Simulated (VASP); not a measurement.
# Ta (Im-3m) in VASP: a series of runs, part 2 of 2

VASP 6.6.1. Earlier steps stand in the parts before.

## (6) Electric field gradients, BLYP, collinear spin, ferromagnetic start (volume scaled by 0.8)

Input file INCAR:

```
PREC = Accurate
ENCUT = 520
EDIFF = 1E-8
ISMEAR = 0
SIGMA = 0.05
LREAL = F
LASPH = T
NELM = 150
ALGO = Normal
ISIF = 2
LWAVE = F
LCHARG = F
ISPIN = 2
MAGMOM = 0.5
LORBIT = 11
LMAXMIX = 4
GGA = B5
ALDAX = 1.0
AGGAX = 1.0
AGGAC = 1.0
ALDAC = 0.0
LEFG = T
NBANDS = 16
```

Input file KPOINTS:

```
Automatic mesh
0
Gamma
  11 11 11
```

Input file POSCAR:

```
Ta
1.0
    2.6550824406      0.0000000000      0.0000000000
   -0.8850274802      2.5032357311      0.0000000000
   -0.8850274802     -1.2516178656      2.1678657348
Ta
1
Direct
    0.0000000000      0.0000000000      0.0000000000
```

Potentials or basis: VASP PAW PBE potentials, release 64 (Ta_pv).

Launch:

```console
cat potpaw_PBE.64/Ta_pv/POTCAR > POTCAR
mpirun -np 1 vasp_std > vasp.out
```

OUTCAR:

```text
PREC = Accurate
   ENCUT = 520
   EDIFF = 1E-8
   ISMEAR = 0
   LREAL = F
   LASPH = T
   NELM = 150
   ISIF = 2
   ISPIN = 2
   LORBIT = 11
   GGA = B5

 ion  position               nearest neighbor table
   1  0.000  0.000  0.000-

  LATTYP: Found a body centered cubic cell.
 ALAT       =     3.0658251236

  Lattice vectors:

 A1 = (   2.6550824406,   0.0000000000,   0.0000000000)
 A2 = (  -0.8850274802,   2.5032357311,   0.0000000000)
 A3 = (  -0.8850274802,  -1.2516178656,   2.1678657348)

Analysis of symmetry for initial positions (statically):
=====================================================================
 Subroutine PRICEL returns:
 Original cell was already a primitive cell.

 Routine SETGRP: Setting up the symmetry group for a
[... 1122 lines left out ...]
  volume of cell :       14.41
      direct lattice vectors                 reciprocal lattice vectors
     2.655082441  0.000000000  0.000000000     0.376636139  0.133160984  0.230641590
    -0.885027480  2.503235731  0.000000000     0.000000000  0.399482952  0.230641590
    -0.885027480 -1.251617866  2.167865735     0.000000000  0.000000000  0.461283180

 POSITION                                       TOTAL-FORCE (eV/Angst)
 -----------------------------------------------------------------------------------
      0.00000      0.00000      0.00000        -0.000000     -0.000000      0.000000
 -----------------------------------------------------------------------------------
    total drift:                               -0.000000      0.000000     -0.000000

  FREE ENERGIE OF THE ION-ELECTRON SYSTEM (eV)
  ---------------------------------------------------
  free  energy   TOTEN  =        -9.3228326624 eV

  energy  without entropy=       -9.3197578782  energy(sigma->0) =       -9.32129527

 Electric field gradients (V/A^2)
---------------------------------------------------------------------
 ion       V_xx      V_yy      V_zz      V_xy      V_xz      V_yz
---------------------------------------------------------------------
   1       0.000     0.000    -0.000    -0.000    -0.000    -0.000
---------------------------------------------------------------------

 Electric field gradients after diagonalization (V/A^2)
 (convention: |V_zz| > |V_xx| > |V_yy|)
----------------------------------------------------------------------
 ion       V_xx      V_yy      V_zz     asymmetry (V_yy - V_xx)/ V_zz
----------------------------------------------------------------------
   1       0.000     0.000    -0.000       0.002
----------------------------------------------------------------------

           NMR quadrupolar parameters

 Cq : quadrupolar parameter    Cq=e*Q*V_zz/h
 eta: asymmetry parameters     (V_yy - V_xx)/ V_zz
 Q  : nuclear electric quadrupole moment in mb (millibarn)
----------------------------------------------------------------------
 ion       Cq(MHz)       eta       Q (mb)
----------------------------------------------------------------------
   1      -0.000       0.002       1.000
----------------------------------------------------------------------

 total charge

# of ion       s       p       d       tot
------------------------------------------
    1        0.429   6.221   2.833   9.483

 magnetization (x)

# of ion       s       p       d       tot
------------------------------------------
    1        0.000   0.000   0.000   0.000
```

stdout:

```text
POSCAR found type information on POSCAR Ta
 POSCAR found :  1 types and       1 ions
 scaLAPACK will be used
 -----------------------------------------------------------------------------
|                                                                             |
|                                                                             |
|     You enforced a specific xc type in the INCAR file but a different       |
|     I HOPE YOU KNOW WHAT YOU ARE DOING!                                     |
|                                                                             |
 -----------------------------------------------------------------------------

 LDA part: xc-table for (Slater(with rela. corr.)+VWN5), standard interpolation
 POSCAR, INCAR and KPOINTS ok, starting setup
 FFT: planning ... GRIDC
 FFT: planning ... GRID_SOFT
 FFT: planning ... GRID
 WAVECAR not read
 entering main loop
ion   1
```

Run time: 29 s. Hardware: 1 thread of AMD EPYC 7R13 (Zen 3), shared host; peak memory 0.11 GiB.

What came out:

* Free energy: -9.3228 eV
* Pressure: 86.4 GPa
* Net moment: 0.00 μB per cell
* Valence electrons inside the program's atomic spheres: Ta 9.48

Caveat: without QUAD_EFG the Cq values of the log hold for a quadrupole moment of 1 mb, not for the nuclei; the PAW data sets were made with another functional, which shifts forces and pressure a little.

## (7) Overview

```csv
task,level,potentials or basis,spin,U,cell,k mesh,cutoff (eV),smearing,ions in elastic constants,pressure (GPa),moment (μB)
elastic constants,LDA,"VASP PAW LDA potentials, release 64 (Ta_pv)",off,-,"a = 2.860 Å, angles 109.5°, 1 atom",8 × 8 × 8,600,fermi-dirac 0.05 eV,relaxed,-,-
vibrations by perturbation theory,PBE,"VASP PAW PBE potentials, release 64 (Ta_pv)",off,-,"a = 2.860 Å, angles 109.5°, 1 atom",8 × 8 × 8,520,fermi-dirac 0.05 eV,-,-,-
elastic constants,PBE,"VASP PAW PBE potentials, release 64 (Ta_pv)",off,-,"a = 2.860 Å, angles 109.5°, 1 atom",8 × 8 × 8,600,fermi-dirac 0.05 eV,relaxed,-,-
single point,LDA+U,"VASP PAW LDA potentials, release 64 (Ta_pv)","non-collinear, zero start, SOC",Ta d U = 4.5 eV,"a = 2.860 Å, angles 109.5°, 1 atom",11 × 11 × 11,520,fermi-dirac 0.01 eV,-,6.7,0.00
electric field gradients,BLYP,"VASP PAW PBE potentials, release 64 (Ta_pv)","collinear, ferromagnetic start",-,"a = 2.655 Å, angles 109.5°, 1 atom",11 × 11 × 11,520,gaussian 0.05 eV,-,86.4,0.00
```

Caveats: the cell is under stress, which shifts elastic constants (some runs); the U is typed as a test and isn't derived for this compound (some runs); the PAW data sets were made with another functional, which shifts forces and pressure a little (some runs).

Absolute energies hang on the potentials; compare differences alone.
